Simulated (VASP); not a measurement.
# BaS (I4mm) in VASP: single point with PBEsol

Aim: the single point of BaS with PBEsol.

Everything below comes from runs of VASP 6.6.1. Logs are shortened: lines on timing, memory, paths and dates and some standing lists are left out, and cuts for length are marked.

## 1. The cell of the first run

The structure is tetragonal, space group I4mm (No. 107). The conventional cell has a = 4.517 Å, b = 4.517 Å, c = 6.388 Å, α = 90.00°, β = 90.00°, γ = 90.00°. Within 4.0 Å of Ba (site symmetry 4mm) lie 6 S at 3.04 to 3.34 Å. Within 4.0 Å of S (site symmetry 4mm) lie 6 Ba at 3.04 to 3.34 Å.

## 2. Single point, PBEsol (one atom moved)

File INCAR:

```
ALGO     = Normal         # electronic algorithm
EDIFF    = 1E-6           # SCF threshold, eV
ENCUT    = 520            # plane-wave cutoff, eV
GGA      = PS             # functional
ISIF     = 2              # what is computed and relaxed
ISMEAR   = 0              # smearing method
LASPH    = T              # aspherical terms in the spheres
LCHARG   = F              # write CHGCAR
LREAL    = F              # projectors in reciprocal space
LWAVE    = F              # write WAVECAR
NBANDS   = 15             # bands
NELM     = 60             # most SCF steps
PREC     = Accurate       # precision mode
SIGMA    = 0.02           # smearing width, eV
```

File KPOINTS:

```
k-points
0
Gamma
  8 8 8
```

File POSCAR:

```
BaS
1.0
    0.0000000000      3.1937500000      3.1937500000
    3.1937500000      0.0000000000      3.1937500000
    3.1937500000      3.1937500000      0.0000000000
Ba S
1 1
Direct
    0.0234833659      0.0234833659     -0.0234833659
    0.5000000000      0.5000000000      0.5000000000
```

Potentials or basis: VASP PAW PBE potentials, release 64 (Ba_sv, S).

Started as:

```sh
$ cat potpaw_PBE.64/Ba_sv/POTCAR potpaw_PBE.64/S/POTCAR > POTCAR
$ mpirun -np 1 vasp_std > vasp.out
```

OUTCAR:

```text
EDIFF = 1E-6
   ENCUT = 520
   GGA = PS
   ISIF = 2
   ISMEAR = 0
   LASPH = T
   LREAL = F
   NELM = 60
   PREC = Accurate

 ion  position               nearest neighbor table
   1  0.023  0.023  0.977-   2 3.04   2 3.20   2 3.20   2 3.20   2 3.20   2 3.34
   2  0.500  0.500  0.500-   1 3.04   1 3.20   1 3.20   1 3.20   1 3.20   1 3.34

  LATTYP: Found a face centered cubic cell.
 ALAT       =     6.3875000000

  Lattice vectors:

 A1 = (   0.0000000000,   3.1937500000,   3.1937500000)
 A2 = (   3.1937500000,   0.0000000000,   3.1937500000)
 A3 = (   3.1937500000,   3.1937500000,   0.0000000000)

Analysis of symmetry for initial positions (statically):
=====================================================================
 Subroutine PRICEL returns:
 Original cell was already a primitive cell.

 Routine SETGRP: Setting up the symmetry group for a
 face centered cubic supercell.

 Subroutine GETGRP returns: Found  8 space group operations
 (whereof  8 operations were pure point group operations)
 out of a pool of 48 trial point group operations.

The static configuration has the point symmetry C_4v.

Analysis of symmetry for dynamics (positions and initial velocities):
=====================================================================
 Subroutine PRICEL returns:
 Original cell was already a primitive cell.

 Routine SETGRP: Setting up the symmetry group for a
 face centered cubic supercell.

 Subroutine GETGRP returns: Found  8 space group operations
 (whereof  8 operations were pure point group operations)
 out of a pool of 48 trial point group operations.

The dynamic configuration has the point symmetry C_4v.

 Subroutine INISYM returns: Found  8 space group operations
 (whereof  8 operations are pure point group operations),
 and found     1 'primitive' translations

----------------------------------------------------------------------------------------

                                     Primitive cell

  volume of cell :      65.1527

  direct lattice vectors                    reciprocal lattice vectors
     0.000000000  3.193750000  3.193750000    -0.156555773  0.156555773  0.156555773
     3.193750000  0.000000000  3.193750000     0.156555773 -0.156555773  0.156555773
     3.193750000  3.193750000  0.000000000     0.156555773  0.156555773 -0.156555773

  length of vectors
     4.516644565  4.516644565  4.516644565     0.271162553  0.271162553  0.271162553

[... 83 lines left out ...]
   NSW    =      0    number of steps for IOM
   IBRION =     -1    ionic relax: 0-MD 1-quasi-New 2-CG
   NFREE  =      0    steps in history (QN), initial steepest desc. (CG)
   ISIF   =      2    stress and relaxation
   ISYM   =      2    0-nonsym 1-usesym 2-fastsym
   POTIM  = 0.5000    time-step for ionic-motion
   TEBEG  =    0.0;   TEEND  =   0.0 temperature during run
   PSTRESS=    0.0 pullay stress
   NELECT =      16.0000    total number of electrons
   NUPDOWN=      -1.0000    fix difference up-down
   EMIN   =  10.00;   EMAX   =-10.00  energy-range for DOS
   EFERMI =   0.00;   METHOD = LEGACY
   ISMEAR =     0;   SIGMA  =   0.02  broadening in eV -4-tet -1-fermi 0-gaus
   EFERMI_NEDOS =   21; number of points for ismear=-14 and -15
   IALGO  =     38    algorithm
   IMIX   =      4    mixing-type and parameters
     AMIX     =   0.40;   BMIX     =  1.00
     AMIX_MAG =   1.60;   BMIX_MAG =  1.00
  volume/ion in A,a.u.               =      32.58       219.84
  Fermi-wavevector in a.u.,A,eV,Ry     =   1.025189  1.937326 14.299891  1.051012
  Thomas-Fermi vector in A             =   2.159016
   LORBIT       =      0    0 simple, 1 ext, 2 COOP (PROOUT), +10 PAW based schemes
   GGA     = PS    functional components
   LHFCALC =     F    Hartree Fock is set to
   AEXX    =    0.0000 exact exchange contribution
   IVDW    =     0    specifies the selected vdW correction
   LEPSILON=     F    determine dielectric tensor
   LRPA    =     F    only Hartree local field effects (RPA)
 non-spin polarized calculation
 Gauss-broadening in eV      SIGMA  =   0.02
  energy-cutoff  :      520.00
  volume of cell :       65.15
 maximum number of plane-waves:      1807
 NGX is ok and might be reduce to    36
   NGX = 17   NGY = 17   NGZ = 17

 number of electron      16.0000000 magnetization

 Free energy of the ion-electron system (eV)
  ---------------------------------------------------
  ext. energy  EPLUGINS =         0.00000000
  ---------------------------------------------------
  free energy    TOTEN  =       -10.69498437 eV

  energy without entropy =      -10.69498437  energy(sigma->0) =      -10.69498437

 E-fermi :   1.4698     XC(G=0):  -8.8193

 val. band max:        1.3061542474   @ k =   0.0000   0.0000   0.0000
 cond. band min:       3.3261335008   @ k =   0.5000   0.5000   0.0000
 fundamental gap:      2.0199792535
 Fermi energy:         1.4697940179

 k-point     1 :       0.0000    0.0000    0.0000
  band No.  band energies     occupation
      1     -24.6864      2.00000
      2      -9.7758      2.00000
      3      -9.7288      2.00000
      4      -9.7288      2.00000
      5      -8.9789      2.00000
      6       1.2984      2.00000
      7       1.2984      2.00000
      8       1.3062      2.00000
      9       4.7415      0.00000
     10       5.1378      0.00000
     11       5.1805      0.00000
     12       5.1805      0.00000
     13       6.0873      0.00000
     14       6.1691      0.00000
[... 401 lines left out ...]
      2     -10.6091      2.00000
      3      -9.9580      2.00000
      4      -9.8505      2.00000
      5      -8.2036      2.00000
      6       0.1132      2.00000
      7       0.5851      2.00000
      8       0.6818      2.00000
      9       4.6707      0.00000
     10       7.1225      0.00000
     11       8.0715      0.00000
     12       8.1313      0.00000
     13       8.3967      0.00000
     14       9.7102      0.00000
     15      10.1611      0.00000

 [... further k-points ...]
[... 5 lines left out ...]
  --------------------------------------------------------------------------------------
  -------------------------------------------------------------------------------------
  Total       -0.2619077     -0.2619077      0.1621958      0.0000000      0.0000000     -0.0000000
  in kB       -6.4405964     -6.4405964      3.9885716      0.0000000      0.0000000     -0.0000000
  external PRESSURE =      -2.9642070 kB  Pullay stress =       0.0000000 kB

 VOLUME and BASIS-vectors are now :
 -----------------------------------------------------------------------------
  energy-cutoff  :      520.00
  volume of cell :       65.15
      direct lattice vectors                 reciprocal lattice vectors
     0.000000000  3.193750000  3.193750000    -0.156555773  0.156555773  0.156555773
     3.193750000  0.000000000  3.193750000     0.156555773 -0.156555773  0.156555773
     3.193750000  3.193750000  0.000000000     0.156555773  0.156555773 -0.156555773

 POSITION                                       TOTAL-FORCE (eV/Angst)
 -----------------------------------------------------------------------------------
      3.19375      3.19375      0.15000         0.000000      0.000000     -0.323540
      3.19375      3.19375      3.19375         0.000000      0.000000      0.323540
 -----------------------------------------------------------------------------------
    total drift:                                0.000000      0.000000     -0.000207

  FREE ENERGIE OF THE ION-ELECTRON SYSTEM (eV)
  ---------------------------------------------------
  free  energy   TOTEN  =       -10.6949843703 eV

  energy  without entropy=      -10.6949843703  energy(sigma->0) =      -10.69498437
```

OSZICAR:

```text
N       E                     dE             d eps       ncg     rms          rms(c)
DAV:   1     0.798451799492E+02    0.79845E+02   -0.67460E+03  1770   0.923E+02
DAV:   2    -0.624405598695E+01   -0.86089E+02   -0.77988E+02  2404   0.172E+02
DAV:   3    -0.110445598259E+02   -0.48005E+01   -0.47703E+01  2586   0.416E+01
DAV:   4    -0.111340419600E+02   -0.89482E-01   -0.89449E-01  2281   0.559E+00
DAV:   5    -0.111352876269E+02   -0.12457E-02   -0.12456E-02  2472   0.564E-01    0.466E+00
DAV:   6    -0.106977690256E+02    0.43752E+00   -0.57782E-01  2064   0.462E+00    0.319E+00
DAV:   7    -0.106896137191E+02    0.81553E-02   -0.14298E-01  2247   0.211E+00    0.176E+00
DAV:   8    -0.106950913621E+02   -0.54776E-02   -0.19954E-02  1987   0.911E-01    0.212E-01
DAV:   9    -0.106945308846E+02    0.56048E-03   -0.28177E-03  2330   0.337E-01    0.116E-01
DAV:  10    -0.106949763569E+02   -0.44547E-03   -0.53500E-04  1924   0.157E-01    0.269E-02
DAV:  11    -0.106949831539E+02   -0.67970E-05   -0.43697E-05  2337   0.424E-02    0.957E-03
DAV:  12    -0.106949842120E+02   -0.10581E-05   -0.43733E-06  2078   0.124E-02    0.793E-03
DAV:  13    -0.106949843703E+02   -0.15830E-06   -0.33313E-07  1536   0.373E-03
   1 F= -.10694984E+02 E0= -.10694984E+02  d E =-.186503E-33
```

stdout:

```text
POSCAR found type information on POSCAR BaS
 POSCAR found :  2 types and       2 ions
 scaLAPACK will be used
 -----------------------------------------------------------------------------
|                                                                             |
|                                                                             |
|     You enforced a specific xc type in the INCAR file but a different       |
|     I HOPE YOU KNOW WHAT YOU ARE DOING!                                     |
|                                                                             |
 -----------------------------------------------------------------------------

 LDA part: xc-table for (Slater+PW92), standard interpolation
 POSCAR, INCAR and KPOINTS ok, starting setup
 FFT: planning ... GRIDC
 FFT: planning ... GRID_SOFT
 FFT: planning ... GRID
 WAVECAR not read
 entering main loop
```

Run time: 23 s. Hardware: 1 thread of Intel Xeon 6975P-C (Granite Rapids), shared host; peak memory 0.23 GiB.

What came out:

* Free energy: -10.6950 eV
* Pressure: -0.3 GPa
* Largest force: 0.324 eV/Å
* Band gap on the k mesh: 2.02 eV (least direct gap 2.13 eV)

Forces on the atoms (eV/Å):
```
Ba   0.000  0.000 -0.324
S    0.000  0.000  0.324
```

Stress tensor (GPa, compression positive):
```
-0.64  0.00  0.00
 0.00 -0.64  0.00
 0.00  0.00  0.40
```

Caveat: the cell differs from its parent crystal (one atom moved); the PAW data sets were made with another functional, which shifts forces and pressure a little; spin-orbit coupling is left out, which moves the levels of the heavy elements. A k mesh can miss the band edges.
